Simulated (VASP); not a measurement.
# AlSn (P-6m2) in VASP: a series of runs

AlSn is run at these levels: PBE, revPBE+D3(BJ), revPBE+D4, BLYP+D3(BJ); tasks: single point, relaxation of cell and atoms.

Everything below comes from runs of VASP 6.6.1. Logs are shortened: lines on timing, memory, paths and dates and some standing lists are left out, and cuts for length are marked.

### 1 The cell of the first run

Symmetry: P-6m2, No. 187, hexagonal system. The conventional cell has a = 4.280 Å, b = 4.280 Å, c = 3.372 Å, α = 90.00°, β = 90.00°, γ = 120.00°. Sn (site symmetry -6m2) has 6 Al at 2.99 Å and 2 Sn at 3.37 Å within 3.9 Å. Al (site symmetry -6m2) has 6 Sn at 2.99 Å and 2 Al at 3.37 Å within 3.9 Å.

### 2 Single point, PBE

File INCAR:

```
SYSTEM = AlSn
ALGO = Normal
EDIFF = 1E-6
ENCUT = 520
GGA = PE
ISIF = 2
ISMEAR = -1
LASPH = .True.
LCHARG = .True.
LELF = .True.
LREAL = .False.
LVHAR = .True.
LWAVE = .False.
NBANDS = 16
NELM = 80
PREC = Accurate
SIGMA = 0.05
```

File KPOINTS:

```
k-points
0
Gamma
  7 7 8
  0 0 0
```

File POSCAR:

```
AlSn
1.0
    4.2804423157      0.0000000000      0.0000000000
   -2.1402211578      3.7069717847      0.0000000000
    0.0000000000      0.0000000000      3.3717036030
Sn Al
1 1
Direct
    0.3333333333      0.6666666667      0.5000000000
    0.0000000000      0.0000000000      0.0000000000
```

Potentials or basis: VASP PAW PBE potentials, release 64 (Sn_d, Al).

On the command line:

```
cat potpaw_PBE.64/Sn_d/POTCAR potpaw_PBE.64/Al/POTCAR > POTCAR
mpirun -np 1 vasp_std > vasp.out
```

OUTCAR:

```text
SYSTEM = AlSn
   EDIFF = 1E-6
   ENCUT = 520
   GGA = PE
   ISIF = 2
   ISMEAR = -1
   LASPH = .True.
   LREAL = .False.
   NELM = 80
   PREC = Accurate

 ion  position               nearest neighbor table
   1  0.333  0.667  0.500-   2 2.99   2 2.99   2 2.99   2 2.99   2 2.99   2 2.99
   2  0.000  0.000  0.000-   1 2.99   1 2.99   1 2.99   1 2.99   1 2.99   1 2.99

  LATTYP: Found a hexagonal cell.
 ALAT       =     4.2804423157
 C/A-ratio  =     0.7876998110

  Lattice vectors:

 A1 = (   4.2804423157,   0.0000000000,   0.0000000000)
 A2 = (  -2.1402211578,   3.7069717847,   0.0000000000)
 A3 = (   0.0000000000,   0.0000000000,   3.3717036030)

Analysis of symmetry for initial positions (statically):
=====================================================================
 Subroutine PRICEL returns:
 Original cell was already a primitive cell.

 Routine SETGRP: Setting up the symmetry group for a
 hexagonal supercell.

 Subroutine GETGRP returns: Found 12 space group operations
 (whereof 12 operations were pure point group operations)
 out of a pool of 24 trial point group operations.

The static configuration has the point symmetry D_3h.

Analysis of symmetry for dynamics (positions and initial velocities):
=====================================================================
 Subroutine PRICEL returns:
 Original cell was already a primitive cell.

 Routine SETGRP: Setting up the symmetry group for a
 hexagonal supercell.

 Subroutine GETGRP returns: Found 12 space group operations
 (whereof 12 operations were pure point group operations)
 out of a pool of 24 trial point group operations.

The dynamic configuration has the point symmetry D_3h.

 Subroutine INISYM returns: Found 12 space group operations
 (whereof 12 operations are pure point group operations),
 and found     1 'primitive' translations

----------------------------------------------------------------------------------------

                                     Primitive cell

  volume of cell :      53.5004

  direct lattice vectors                    reciprocal lattice vectors
     4.280442316  0.000000000  0.000000000     0.233620716  0.134880983  0.000000000
    -2.140221158  3.706971785  0.000000000     0.000000000  0.269761967  0.000000000
     0.000000000  0.000000000  3.371703603     0.000000000  0.000000000  0.296585975

  length of vectors
     4.280442316  4.280442316  3.371703603     0.269761967  0.269761967  0.296585975

  position of ions in fractional coordinates (direct lattice)
     0.333333333  0.666666667  0.500000000
     0.000000000  0.000000000  0.000000000

  ion indices of the primitive-cell ions
   primitive index   ion index
                 1           1
                 2           2

----------------------------------------------------------------------------------------

 KPOINTS: k-points

Automatic generation of k-mesh.
 Grid dimensions read from file:
 generate k-points for:    7    7    8

 Generating k-lattice:

  Cartesian coordinates                     Fractional coordinates (reciprocal lattice)
     0.033374388  0.019268712  0.000000000     0.142857143  0.000000000  0.000000000
     0.000000000  0.038537424  0.000000000     0.000000000  0.142857143  0.000000000
     0.000000000  0.000000000  0.037073247     0.000000000  0.000000000  0.125000000

  Length of vectors
     0.038537424  0.038537424  0.037073247

  Shift w.r.t. Gamma in fractional coordinates (k-lattice)
     0.000000000  0.000000000  0.000000000

 Subroutine IBZKPT returns following result:
 ===========================================

 Found     40 irreducible k-points:

 Following reciprocal coordinates:
            Coordinates               Weight
  0.000000  0.000000  0.000000      1.000000
  0.142857  0.000000  0.000000      6.000000
  0.285714  0.000000  0.000000      6.000000
  0.428571  0.000000  0.000000      6.000000
  0.142857  0.142857  0.000000      6.000000
  0.285714  0.142857  0.000000     12.000000
[... 16 lines left out ...]
  0.428571  0.142857  0.250000     12.000000
[... 43 lines left out ...]

 val. band max:        5.7798393708   @ k =   0.0000   0.0000   0.1250
 cond. band min:       5.8712632015   @ k =   0.0000   0.0000   0.1250
 fundamental gap:      0.0914238307
 Fermi energy:         5.8103789081

 k-point     1 :       0.0000    0.0000    0.0000
  band No.  band energies     occupation
      1     -15.4826      2.00000
      2     -15.3956      2.00000
      3     -15.3956      2.00000
      4     -15.3806      2.00000
      5     -15.3806      2.00000
      6      -4.2363      2.00000
[... 8 lines left out ...]
     15      16.7163      0.00000
     16      18.3403      0.00000

 k-point     2 :       0.1429    0.0000    0.0000
  band No.  band energies     occupation
      1     -15.4814      2.00000
      2     -15.3960      2.00000
      3     -15.3927      2.00000
      4     -15.3815      2.00000
      5     -15.3809      2.00000
      6      -4.0369      2.00000
[... 8 lines left out ...]
     15      15.4515      0.00000
     16      17.8055      0.00000

 k-point     3 :       0.2857    0.0000    0.0000
  band No.  band energies     occupation
      1     -15.4787      2.00000
      2     -15.3966      2.00000
      3     -15.3862      2.00000
      4     -15.3837      2.00000
      5     -15.3814      2.00000
      6      -3.4651      2.00000
[... 8 lines left out ...]
     15      15.1476      0.00000
     16      16.9892      0.00000

 k-point     4 :       0.4286    0.0000    0.0000
  band No.  band energies     occupation
      1     -15.4766      2.00000
      2     -15.3971      2.00000
      3     -15.3853      2.00000
      4     -15.3819      2.00000
      5     -15.3809      2.00000
      6      -2.7086      2.00000
[... 8 lines left out ...]
     15      14.8758      0.00000
     16      16.5612      0.00000
[... 324 lines left out ...]
 k-point    22 :       0.2857    0.1429    0.2500
  band No.  band energies     occupation
      1     -15.4131      2.00000
      2     -15.4091      2.00000
      3     -15.4037      2.00000
      4     -15.3910      2.00000
      5     -15.3807      2.00000
      6      -2.1225      2.00000
[... 8 lines left out ...]
     15      15.9162      0.00000
     16      17.2605      0.00000

 k-point    23 :       0.4286    0.1429    0.2500
  band No.  band energies     occupation
      1     -15.4142      2.00000
      2     -15.4096      2.00000
      3     -15.4031      2.00000
      4     -15.3897      2.00000
      5     -15.3790      2.00000
      6      -1.6000      2.00000
[... 8 lines left out ...]
     15      16.0418      0.00000
     16      18.0439      0.00000

 k-point    24 :       0.2857    0.2857    0.2500
  band No.  band energies     occupation
      1     -15.4133      2.00000
      2     -15.4109      2.00000
      3     -15.4012      2.00000
      4     -15.3882      2.00000
      5     -15.3816      2.00000
      6      -1.4964      2.00000
[... 8 lines left out ...]
     15      17.6575      0.00000
     16      17.7215      0.00000

 [... further k-points ...]

------------------------ aborting loop because EDIFF is reached ----------------------------------------

  FORCE on cell =-STRESS in cart. coord.  units (eV):
  Direction    XX          YY          ZZ          XY          YZ          ZX
  --------------------------------------------------------------------------------------
  -------------------------------------------------------------------------------------
  Total       -0.7406106     -0.7406106     -0.8872042     -0.0000000      0.0000000      0.0000000
  in kB      -22.1790626    -22.1790626    -26.5690992     -0.0000000      0.0000000      0.0000000
  external PRESSURE =     -23.6424081 kB  Pullay stress =       0.0000000 kB

 VOLUME and BASIS-vectors are now :
 -----------------------------------------------------------------------------
  energy-cutoff  :      520.00
  volume of cell :       53.50
      direct lattice vectors                 reciprocal lattice vectors
     4.280442316  0.000000000  0.000000000     0.233620716  0.134880983  0.000000000
    -2.140221158  3.706971785  0.000000000     0.000000000  0.269761967  0.000000000
     0.000000000  0.000000000  3.371703603     0.000000000  0.000000000  0.296585975

 POSITION                                       TOTAL-FORCE (eV/Angst)
 -----------------------------------------------------------------------------------
     -0.00000      2.47131      1.68585         0.000000     -0.000000      0.000000
      0.00000      0.00000      0.00000        -0.000000      0.000000      0.000000
 -----------------------------------------------------------------------------------
    total drift:                                0.000000     -0.000000     -0.000000

  FREE ENERGIE OF THE ION-ELECTRON SYSTEM (eV)
  ---------------------------------------------------
  free  energy   TOTEN  =        -7.1813015477 eV

  energy  without entropy=       -7.1776024267  energy(sigma->0) =       -7.17945199
```

Run time: 14 s. Hardware: 1 thread of Intel Xeon Platinum 8488C (Sapphire Rapids), shared host; peak memory 0.18 GiB.

Results:

```yaml
Free_energy: -7.1813 eV
Pressure: -2.4 GPa
```

Stress tensor (GPa, compression positive):
```
-2.22  0.00  0.00
 0.00 -2.22  0.00
 0.00  0.00 -2.66
```

Levels at points of the mesh, in eV from the Fermi level:
```csv
k point,band 6,band 7,band 8,band 9,band 10,band 11
"(0.00, 0.00, 0.00)",-10.05,-0.16,-0.16,0.39,2.52,3.13
"(0.00, 0.00, 0.50)",-7.20,-5.92,2.62,2.62,3.48,3.48
```

Caveat: spin-orbit coupling is left out, which moves the levels of the heavy elements.

### 3 Single point, revPBE+D3(BJ)

This run uses another cell than the first one, of 23.88 Å³/atom, 0.893 times its volume.

File INCAR:

```
SYSTEM = AlSn
PREC = Accurate
ENCUT = 520
EDIFF = 1E-6
ISMEAR = -1
SIGMA = 0.05
LREAL = .FALSE.
LASPH = .TRUE.
NELM = 80
ALGO = Fast
ISIF = 2
LWAVE = .FALSE.
LCHARG = .FALSE.
GGA = RE
IVDW = 12
NBANDS = 16
```

File KPOINTS:

```
regular mesh
0
G
  7 7 8
  0 0 0
```

File POSCAR:

```
AlSn
1.0
    4.1039258759      0.0000000000      0.0000000000
   -2.0519629379      3.5541040638      0.0000000000
    0.0000000000      0.0000000000      3.2740080930
Sn Al
1 1
Direct
    0.3333333333      0.6666666667      0.5000000000
    0.0000000000      0.0000000000      0.0000000000
```

Potentials or basis: VASP PAW PBE potentials, release 64 (Sn_d, Al).

On the command line:

```
cat potpaw_PBE.64/Sn_d/POTCAR potpaw_PBE.64/Al/POTCAR > POTCAR
mpirun -np 1 vasp_std > vasp.out
```

Wall time 8.8 s (1 thread of Intel Xeon 6975P-C (Granite Rapids), shared host); peak memory 0.18 GiB.

Results (log left out):

```yaml
Free_energy: -7.8790 eV
Pressure: -0.1 GPa
Dispersion_energy_per_atom: -0.612 eV
```

Levels at points of the mesh, in eV from the Fermi level:
| k point | band 4 | band 5 | band 6 | band 7 | band 8 | band 9 | band 10 | band 11 | band 12 | band 13 |
| --- | --- | --- | --- | --- | --- | --- | --- | --- | --- | --- |
| (0.00, 0.00, 0.00) | -21.31 | -21.31 | -10.81 | -0.17 | -0.17 | 1.20 | 2.50 | 3.21 | 3.21 | 5.09 |
| (0.00, 0.00, 0.50) | -21.33 | -21.26 | -7.68 | -6.52 | 2.89 | 2.89 | 3.72 | 3.72 | 4.21 | 4.61 |

Caveat: the PAW data sets were made with another functional, which shifts forces and pressure a little; spin-orbit coupling is left out, which moves the levels of the heavy elements; pairwise dispersion overbinds metals, which lowers pressure and volume.

### 4 Single point, revPBE+D4

This run uses another cell than the first one, of 24.15 Å³/atom, 0.903 times its volume.

File INCAR:

```
SYSTEM = AlSn
PREC = Accurate
ENCUT = 520
EDIFF = 1E-7
ISMEAR = -1
SIGMA = 0.05
LREAL = .False.
LASPH = .True.
NELM = 80
ALGO = Normal
ISIF = 2
LWAVE = .False.
LCHARG = .False.
GGA = RE
IVDW = 13
NBANDS = 16
```

File KPOINTS:

```
regular mesh
0
Gamma
  7 7 8
  0 0 0
```

File POSCAR:

```
AlSn
1.0
    4.1207952552      0.0000000000      0.0000000000
   -2.0603976276      3.5687133748      0.0000000000
    0.0000000000      0.0000000000      3.2840305767
Sn Al
1 1
Direct
    0.3333333333      0.6666666667      0.5000000000
    0.0000000000      0.0000000000      0.0000000000
```

On the command line:

```
cat potpaw_PBE.64/Sn_d/POTCAR potpaw_PBE.64/Al/POTCAR > POTCAR
mpirun -np 1 vasp_std > vasp.out
```

Run time: 8 s. Hardware: 1 thread of Intel Xeon 6975P-C (Granite Rapids), shared host; peak memory 0.17 GiB.

Results (log left out):

```
Free energy                : -7.7428 eV
Pressure                   : -0.1 GPa
Dispersion energy per atom : -0.537 eV
```

Levels at points of the mesh, in eV from the Fermi level:
```tsv
k point	band 5	band 6	band 7	band 8	band 9	band 10	band 11	band 12
(0.00, 0.00, 0.00)	-21.31	-10.73	-0.17	-0.17	1.12	2.49	3.20	3.20
(0.00, 0.00, 0.50)	-21.25	-7.63	-6.46	2.86	2.86	3.69	3.69	4.13
```

Caveat: the PAW data sets were made with another functional, which shifts forces and pressure a little; spin-orbit coupling is left out, which moves the levels of the heavy elements; pairwise dispersion overbinds metals, which lowers pressure and volume.

### 5 Single point, BLYP+D3(BJ)

This run uses another cell than the first one, of 24.55 Å³/atom, 0.918 times its volume.

File INCAR:

```
SYSTEM = AlSn
AGGAC = 1.0 ; AGGAX = 1.0
ALDAC = 0.0 ; ALDAX = 1.0
ALGO = Fast ; EDIFF = 1E-6
ENCUT = 520 ; GGA = B5
ISIF = 2 ; ISMEAR = -1
IVDW = 12 ; LASPH = .TRUE.
LCHARG = .FALSE. ; LREAL = .FALSE.
LWAVE = .FALSE. ; NBANDS = 16
NELM = 60 ; PREC = Accurate
SIGMA = 0.05 ; VDW_A1 = 0.4298
VDW_A2 = 4.2359 ; VDW_S6 = 1.0
VDW_S8 = 2.6996
```

File KPOINTS:

```
k-points
0
G
  7 7 8
  0 0 0
```

File POSCAR:

```
AlSn
1.0
    4.1422917011      0.0000000000      0.0000000000
   -2.0711458505      3.5873298430      0.0000000000
    0.0000000000      0.0000000000      3.3036384193
Sn Al
1 1
Direct
    0.3333333333      0.6666666667      0.5000000000
    0.0000000000      0.0000000000      0.0000000000
```

On the command line:

```
cat potpaw_PBE.64/Sn_d/POTCAR potpaw_PBE.64/Al/POTCAR > POTCAR
mpirun -np 1 vasp_std > vasp.out
```

Run time: 16 s. Hardware: 1 thread of Intel Xeon 6975P-C (Granite Rapids), shared host; peak memory 0.19 GiB.

The run converged. Its results:

| Item | Value |
| --- | --- |
| Free energy | -7.0149 eV |
| Pressure | 0.0 GPa |
| Dispersion energy per atom | -0.746 eV |

Levels at points of the mesh, in eV from the Fermi level:
```csv
k point,band 4,band 5,band 6,band 7,band 8,band 9,band 10,band 11,band 12,band 13
"(0.00, 0.00, 0.00)",-21.20,-21.20,-10.60,-0.16,-0.16,0.88,2.40,3.33,3.33,5.35
"(0.00, 0.00, 0.50)",-21.20,-21.14,-7.60,-6.32,2.74,2.74,3.64,3.64,4.05,4.34
```

Caveat: the PAW data sets were made with another functional, which shifts forces and pressure a little; spin-orbit coupling is left out, which moves the levels of the heavy elements; pairwise dispersion overbinds metals, which lowers pressure and volume.

### 6 Relaxation of cell and atoms, revPBE+D3(BJ)

This run uses another cell than the first one, of 25.24 Å³/atom, 0.943 times its volume.

File INCAR:

```
PREC = Accurate ; ENCUT = 600
EDIFF = 1E-6 ; ISMEAR = -1
SIGMA = 0.05 ; LREAL = False
LASPH = True ; NELM = 100
ALGO = Normal ; ISIF = 3
LWAVE = False ; LCHARG = False
GGA = RE ; IVDW = 12
IBRION = 2 ; NSW = 60
EDIFFG = -0.01
```

File KPOINTS:

```
Automatic mesh
0
Gamma
  7 7 8
```

File POSCAR:

```
AlSn
1.0
    4.1981056157      0.0000000000      0.0000000000
   -2.0990528078      3.6356661109      0.0000000000
    0.0000000000      0.0000000000      3.3068470000
Sn Al
1 1
Direct
    0.3333333333      0.6666666667      0.5000000000
    0.0000000000      0.0000000000      0.0000000000
```

Potentials or basis: VASP PAW PBE potentials, release 64 (Sn_d, Al).

On the command line:

```
cat potpaw_PBE.64/Sn_d/POTCAR potpaw_PBE.64/Al/POTCAR > POTCAR
mpirun -np 1 vasp_std > vasp.out
```

Wall time 38 s (1 thread of Intel Xeon 6975P-C (Granite Rapids), shared host); peak memory 0.22 GiB.

The run converged. Its results:

```
Free energy                            : -7.8792 eV
Relaxed volume                         : 23.88 Å³/atom
Relaxed cell                           : a = 4.104 Å, b = 4.104 Å, c = 3.274 Å, α = 90.00°, β = 90.00°, γ = 120.00°
Space group after relaxing (to 0.05 Å) : P-6m2 (No. 187)
Energy gained by relaxing              : 13.1 meV/atom
Ionic steps                            : 7
Pressure after relaxing                : -0.1 GPa
Dispersion energy per atom             : -0.612 eV
```

The path:
```csv
step,energy change (eV),largest force (eV/Å),pressure (GPa),volume (Å³)
1,0.0000,0.0000,-2.79,50.47
2,-0.0244,0.0000,0.59,47.33
3,-0.0251,0.0000,0.06,47.76
4,-0.0251,0.0000,-0.06,47.81
5,-0.0261,0.0000,-0.09,47.77
6,-0.0261,0.0000,-0.08,47.75
7,-0.0261,0.0000,-0.06,47.75
```

Final structure:
```cif
data_structure
_symmetry_space_group_name_H-M 'P 1'
_symmetry_Int_Tables_number 1
_cell_length_a 4.1038
_cell_length_b 4.1038
_cell_length_c 3.2742
_cell_angle_alpha 90.000
_cell_angle_beta 90.000
_cell_angle_gamma 120.000
_cell_volume 47.75
loop_
_atom_site_label
_atom_site_type_symbol
_atom_site_fract_x
_atom_site_fract_y
_atom_site_fract_z
_atom_site_occupancy
Sn1 Sn 0.33333 0.66667 0.50000 1
Al1 Al 0.00000 0.00000 0.00000 1
```

Levels at points of the mesh, in eV from the Fermi level:
| k point | band 4 | band 5 | band 6 | band 7 | band 8 | band 9 | band 10 | band 11 | band 12 |
| --- | --- | --- | --- | --- | --- | --- | --- | --- | --- |
| (0.00, 0.00, 0.00) | -21.31 | -21.31 | -10.81 | -0.17 | -0.17 | 1.20 | 2.49 | 3.21 | 3.21 |
| (0.00, 0.00, 0.50) | -21.33 | -21.26 | -7.68 | -6.52 | 2.89 | 2.89 | 3.72 | 3.72 | 4.21 |

Caveat: the PAW data sets were made with another functional, which shifts forces and pressure a little; spin-orbit coupling is left out, which moves the levels of the heavy elements; pairwise dispersion overbinds metals, which lowers pressure and volume.

### 7 Overview

```csv
task,level,cell,cutoff (eV),gap on the mesh (eV),pressure (GPa)
single point,PBE,"a = 4.280, b = 4.280, c = 3.372 Å, angles 90.0, 90.0, 120.0°, 2 atoms",520,none,-2.4
single point,revPBE+D3(BJ),"a = 4.104, b = 4.104, c = 3.274 Å, angles 90.0, 90.0, 120.0°, 2 atoms",520,none,-0.1
single point,revPBE+D4,"a = 4.121, b = 4.121, c = 3.284 Å, angles 90.0, 90.0, 120.0°, 2 atoms",520,none,-0.1
single point,BLYP+D3(BJ),"a = 4.142, b = 4.142, c = 3.304 Å, angles 90.0, 90.0, 120.0°, 2 atoms",520,none,0.0
relaxation of cell and atoms,revPBE+D3(BJ),"relaxed from a = 4.198, b = 4.198, c = 3.307 Å, angles 90.0, 90.0, 120.0°, 2 atoms",600,none,-0.1
```

Alike in all rows: potentials or basis VASP PAW PBE potentials, release 64 (Sn_d, Al); no spin polarisation; k mesh 7 × 7 × 8; smearing fermi-dirac 0.05 eV.

Caveats: spin-orbit coupling is left out, which moves the levels of the heavy elements; the PAW data sets were made with another functional, which shifts forces and pressure a little (some runs); pairwise dispersion overbinds metals, which lowers pressure and volume (some runs).

Total energies depend on the potentials used, so only differences within one code and one set of settings carry meaning.
